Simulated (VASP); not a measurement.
# K (I4/mmm) in VASP: notebook, part 2 of 2

VASP 6.6.1.

## Step 4: Single point, PBE

This run uses another cell than the first one, of the same volume but with other edges.

INCAR

```
SYSTEM = K
PREC = Accurate
ENCUT = 520
EDIFF = 1E-6
ISMEAR = 0
SIGMA = 0.15
LREAL = .False.
LASPH = .True.
NELM = 60
ALGO = Fast
ISIF = 2
LWAVE = .False.
LCHARG = .False.
GGA = PE
NBANDS = 10
```

KPOINTS

```
Automatic mesh
0
Gamma
  14 14 14
  0 0 0
```

POSCAR

```
K
1.0
   -2.6538674707      2.6538674707      2.5477127719
    2.6538674707     -2.6538674707      2.5477127719
    2.6538674707      2.6538674707     -2.5477127719
K
1
Direct
    0.0000000000      0.0000000000      0.0000000000
```

Potentials or basis: VASP PAW PBE potentials, release 64 (K_sv).

Started as:

```bash
> cat potpaw_PBE.64/K_sv/POTCAR > POTCAR
> mpirun -np 1 vasp_std > vasp.out
```

OUTCAR:

```text
SYSTEM = K
   PREC = Accurate
   ENCUT = 520
   EDIFF = 1E-6
   ISMEAR = 0
   LREAL = .False.
   LASPH = .True.
   NELM = 60
   ISIF = 2
   GGA = PE

 ion  position               nearest neighbor table
   1  0.000  0.000  0.000-

  LATTYP: Found a body centered tetragonal cell.
 ALAT       =     5.3077349414
 C/A-ratio  =     0.9600000000

  Lattice vectors:

 A1 = (  -2.6538674707,   2.6538674707,   2.5477127719)
 A2 = (   2.6538674707,  -2.6538674707,   2.5477127719)
 A3 = (   2.6538674707,   2.6538674707,  -2.5477127719)

Analysis of symmetry for initial positions (statically):
=====================================================================
 Subroutine PRICEL returns:
 Original cell was already a primitive cell.

 Routine SETGRP: Setting up the symmetry group for a
 body centered tetragonal supercell.

 Subroutine GETGRP returns: Found 16 space group operations
 (whereof 16 operations were pure point group operations)
 out of a pool of 16 trial point group operations.

The static configuration has the point symmetry D_4h.

Analysis of symmetry for dynamics (positions and initial velocities):
=====================================================================
 Subroutine PRICEL returns:
 Original cell was already a primitive cell.

 Routine SETGRP: Setting up the symmetry group for a
 body centered tetragonal supercell.

 Subroutine GETGRP returns: Found 16 space group operations
 (whereof 16 operations were pure point group operations)
 out of a pool of 16 trial point group operations.

The dynamic configuration has the point symmetry D_4h.

 Subroutine INISYM returns: Found 16 space group operations
 (whereof 16 operations are pure point group operations),
 and found     1 'primitive' translations

----------------------------------------------------------------------------------------

                                     Primitive cell

  volume of cell :      71.7743

  direct lattice vectors                    reciprocal lattice vectors
    -2.653867471  2.653867471  2.547712772     0.000000000  0.188404284  0.196254462
     2.653867471 -2.653867471  2.547712772     0.188404284  0.000000000  0.196254462
     2.653867471  2.653867471 -2.547712772     0.188404284  0.188404284  0.000000000

  length of vectors
     4.536172998  4.536172998  4.536172998     0.272051444  0.272051444  0.266443893

  position of ions in fractional coordinates (direct lattice)
     0.000000000  0.000000000  0.000000000

  ion indices of the primitive-cell ions
   primitive index   ion index
                 1           1

----------------------------------------------------------------------------------------

 KPOINTS: Automatic mesh

Automatic generation of k-mesh.
 Grid dimensions read from file:
 generate k-points for:   14   14   14

 Generating k-lattice:

  Cartesian coordinates                     Fractional coordinates (reciprocal lattice)
     0.000000000  0.013457449  0.014018176     0.071428571 -0.000000000  0.000000000
     0.013457449  0.000000000  0.014018176    -0.000000000  0.071428571  0.000000000
     0.013457449  0.013457449  0.000000000     0.000000000  0.000000000  0.071428571

  Length of vectors
     0.019432246  0.019432246  0.019031707

  Shift w.r.t. Gamma in fractional coordinates (k-lattice)
     0.000000000  0.000000000  0.000000000

 Subroutine IBZKPT returns following result:
 ===========================================

 Found    244 irreducible k-points:

 Following reciprocal coordinates:
            Coordinates               Weight
  0.000000  0.000000  0.000000      1.000000
  0.071429 -0.000000  0.000000      8.000000
  0.142857  0.000000  0.000000      8.000000
  0.214286 -0.000000  0.000000      8.000000
  0.285714 -0.000000  0.000000      8.000000
  0.357143 -0.000000  0.000000      8.000000
[... 16 lines left out ...]
  0.214286  0.142857  0.000000     16.000000
  0.285714  0.142857 -0.000000     16.000000
 [... further k-points ...]
   k-points           NKPTS =    244   k-points in BZ     NKDIM =    244   number of bands    NBANDS=     10
   number of dos      NEDOS =    301   number of ions     NIONS =      1
   total plane-waves  NPLWV =  46656
   dimension x,y,z NGX =    36 NGY =   36 NGZ =   36
   dimension x,y,z NGXF=    72 NGYF=   72 NGZF=   72
   ions per type =               1
   NGX,Y,Z   is equivalent  to a cutoff of  13.19, 13.19, 13.19 a.u.
   NGXF,Y,Z  is equivalent  to a cutoff of  26.39, 26.39, 26.39 a.u.
 SYSTEM =  K
   PREC   = accura    normal or accurate (medium, high low for compatibility)
   ISTART =      0    job   : 0-new  1-cont  2-samecut
   ICHARG =      2    charge: 1-file 2-atom 10-const
   ISPIN  =      1    spin polarized calculation?
   LNONCOLLINEAR =      F non collinear calculations
   LSORBIT =      F    spin-orbit coupling
   LASPH  =      T    aspherical Exc in radial PAW
   ENCUT  =  520.0 eV  38.22 Ry    6.18 a.u.   8.43  8.43  8.43*2*pi/ulx,y,z
   NELM   =     60;   NELMIN=  2; NELMDL= -5     # of ELM steps
   EDIFF  = 0.1E-05   stopping-criterion for ELM
   LREAL  =      F    real-space projection
   EDIFFG = 0.1E-04   stopping-criterion for IOM
   NSW    =      0    number of steps for IOM
   IBRION =     -1    ionic relax: 0-MD 1-quasi-New 2-CG
   NFREE  =      0    steps in history (QN), initial steepest desc. (CG)
   ISIF   =      2    stress and relaxation
   ISYM   =      2    0-nonsym 1-usesym 2-fastsym
   POTIM  = 0.5000    time-step for ionic-motion
   TEBEG  =    0.0;   TEEND  =   0.0 temperature during run
   PSTRESS=    0.0 pullay stress
   NELECT =       9.0000    total number of electrons
   NUPDOWN=      -1.0000    fix difference up-down
   EMIN   =  10.00;   EMAX   =-10.00  energy-range for DOS
   EFERMI =   0.00;   METHOD = LEGACY
   ISMEAR =     0;   SIGMA  =   0.15  broadening in eV -4-tet -1-fermi 0-gaus
   EFERMI_NEDOS =   21; number of points for ismear=-14 and -15
   IALGO  =     68    algorithm
   IMIX   =      4    mixing-type and parameters
     AMIX     =   0.40;   BMIX     =  1.00
     AMIX_MAG =   1.60;   BMIX_MAG =  1.00
  volume/ion in A,a.u.               =      71.77       484.36
  Fermi-wavevector in a.u.,A,eV,Ry     =   0.819406  1.548454  9.135317  0.671427
  Thomas-Fermi vector in A             =   1.930206
   LORBIT       =      0    0 simple, 1 ext, 2 COOP (PROOUT), +10 PAW based schemes
   GGA     = PE    functional components
   LHFCALC =     F    Hartree Fock is set to
   AEXX    =    0.0000 exact exchange contribution
   IVDW    =     0    specifies the selected vdW correction
   LEPSILON=     F    determine dielectric tensor
   LRPA    =     F    only Hartree local field effects (RPA)
 non-spin polarized calculation
 RMM-DIIS sequential band-by-band and
 Gauss-broadening in eV      SIGMA  =   0.15
  energy-cutoff  :      520.00
  volume of cell :       71.77
 maximum number of plane-waves:      1958
 NGX is ok and might be reduce to    36

 number of electron       9.0000000 magnetization

 Free energy of the ion-electron system (eV)
  ---------------------------------------------------
  ext. energy  EPLUGINS =         0.00000000
  ---------------------------------------------------
  free energy    TOTEN  =        -1.05083329 eV

  energy without entropy =       -1.04219009  energy(sigma->0) =       -1.04651169

 E-fermi :  -0.0634     XC(G=0):  -5.7105

 val. band max:       -0.0867670915   @ k =   0.5000   0.3571   0.0714
 cond. band min:      -0.0541180565   @ k =  -0.2857  -0.2857   0.1429
 fundamental gap:      0.0326490350
 Fermi energy:        -0.0634191861

 k-point     1 :       0.0000    0.0000    0.0000
  band No.  band energies     occupation
      1     -32.1844      2.00000
      2     -15.6322      2.00000
      3     -15.6319      2.00000
      4     -15.6319      2.00000
      5      -2.2568      2.00000
      6       4.1168      0.00000
      7       4.3276      0.00000
      8       4.3276      0.00000
      9       5.0364      0.00000
     10       5.3133      0.00000
[... 287 lines left out ...]
 k-point    24 :       0.2857    0.1429   -0.0000
  band No.  band energies     occupation
      1     -32.1803      2.00000
      2     -15.6915      2.00000
      3     -15.6547      2.00000
      4     -15.6378      2.00000
      5      -0.5329      1.99999
      6       1.9634      0.00000
      7       2.8630      0.00000
      8       4.7690      0.00000
      9       5.1911      0.00000
     10       5.6998      0.00000

 [... further k-points ...]

------------------------ aborting loop because EDIFF is reached ----------------------------------------

  FORCE on cell =-STRESS in cart. coord.  units (eV):
  Direction    XX          YY          ZZ          XY          YZ          ZX
  --------------------------------------------------------------------------------------
  -------------------------------------------------------------------------------------
  Total        0.0389645      0.0389645      0.0584311      0.0000000      0.0000000      0.0000000
  in kB        0.8697821      0.8697821      1.3043251      0.0000000      0.0000000      0.0000000
  external PRESSURE =       1.0146297 kB  Pullay stress =       0.0000000 kB

 VOLUME and BASIS-vectors are now :
 -----------------------------------------------------------------------------
  energy-cutoff  :      520.00
  volume of cell :       71.77
      direct lattice vectors                 reciprocal lattice vectors
    -2.653867471  2.653867471  2.547712772     0.000000000  0.188404284  0.196254462
     2.653867471 -2.653867471  2.547712772     0.188404284  0.000000000  0.196254462
     2.653867471  2.653867471 -2.547712772     0.188404284  0.188404284  0.000000000

 POSITION                                       TOTAL-FORCE (eV/Angst)
 -----------------------------------------------------------------------------------
      0.00000      0.00000      0.00000         0.000000     -0.000000      0.000000
 -----------------------------------------------------------------------------------
    total drift:                               -0.000000      0.000000      0.000000

  FREE ENERGIE OF THE ION-ELECTRON SYSTEM (eV)
  ---------------------------------------------------
  free  energy   TOTEN  =        -1.0508332856 eV

  energy  without entropy=       -1.0421900872  energy(sigma->0) =       -1.04651169
```

Wall time 3.5 min (1 thread of Intel Xeon 8259CL, shared host); peak memory 0.32 GiB.

Results:

| Item | Value |
| --- | --- |
| Free energy | -1.0508 eV |
| Pressure | 0.1 GPa |
| Band gap on the k mesh | zero (an odd number of electrons rules out a gap without spin polarisation) |

## Step 5: Single point, PBE

This run uses another cell than the first one, of the same volume but with other edges.

INCAR

```
PREC = Accurate
ENCUT = 520
EDIFF = 1E-7
ISMEAR = 0
SIGMA = 0.15
LREAL = False
LASPH = True
NELM = 60
ALGO = Fast
ISIF = 2
LWAVE = False
LCHARG = False
GGA = PE
NBANDS = 10
```

KPOINTS

```
regular mesh
0
Gamma
  14 14 14
```

POSCAR

```
K
1.0
   -2.5757668083      2.5757668083      2.7045551488
    2.5757668083     -2.5757668083      2.7045551488
    2.5757668083      2.5757668083     -2.7045551488
K
1
Direct
    0.0000000000      0.0000000000      0.0000000000
```

Started as:

```bash
> cat potpaw_PBE.64/K_sv/POTCAR > POTCAR
> mpirun -np 1 vasp_std > vasp.out
```

Wall time 4.5 min (1 thread of Intel Xeon 8259CL, shared host); peak memory 0.32 GiB.

It converged, with:

```
Free energy            : -1.0508 eV
Pressure               : 0.1 GPa
Band gap on the k mesh : zero (an odd number of electrons rules out a gap without spin polarisation)
```

Levels at points of the mesh, in eV from the Fermi level:
```
           k point  band 1  band 2  band 3  band 4  band 5  band 6  band 7  band 8  band 9
(0.00, 0.00, 0.00)  -32.12  -15.57  -15.57  -15.57   -2.19    4.24    4.24    4.48    5.08
(0.50, 0.00, 0.00)  -32.11  -15.64  -15.59  -15.57    0.41    0.66    3.27    4.84    5.75
(0.50, 0.50, 0.00)  -32.11  -15.64  -15.59  -15.57    0.51    0.79    3.00    5.04    5.83
(0.50, 0.50, 0.50)  -32.11  -15.62  -15.62  -15.62    1.57    1.74    3.18    3.73    3.73
```

## Step 6: The runs side by side

```csv
cell,further INCAR settings,gap on the mesh (eV),pressure (GPa)
"a = 4.704 Å, angles 100.0, 100.0, 130.6°, 1 atom",ALGO = Fast; EDIFF = 1e-07; NBANDS = 10,none,0.3
"a = 4.715 Å, angles 122.0, 122.0, 86.6°, 1 atom",ALGO = Fast; EDIFF = 1e-07; NBANDS = 10,none,0.1
"a = 4.536 Å, angles 108.4, 108.4, 111.7°, 1 atom",ALGO = Fast; EDIFF = 1e-06; NBANDS = 10,none,0.1
"a = 4.537 Å, angles 110.8, 110.8, 106.8°, 1 atom",ALGO = Fast; EDIFF = 1e-07; NBANDS = 10,none,0.1
```

Alike in all rows: task single point; level PBE; potentials or basis VASP PAW PBE potentials, release 64 (K_sv); no spin polarisation; k mesh 14 × 14 × 14; cutoff (eV) 520; smearing gaussian 0.15 eV.

Total energies depend on the potentials used, so only differences within one code and one set of settings carry meaning.
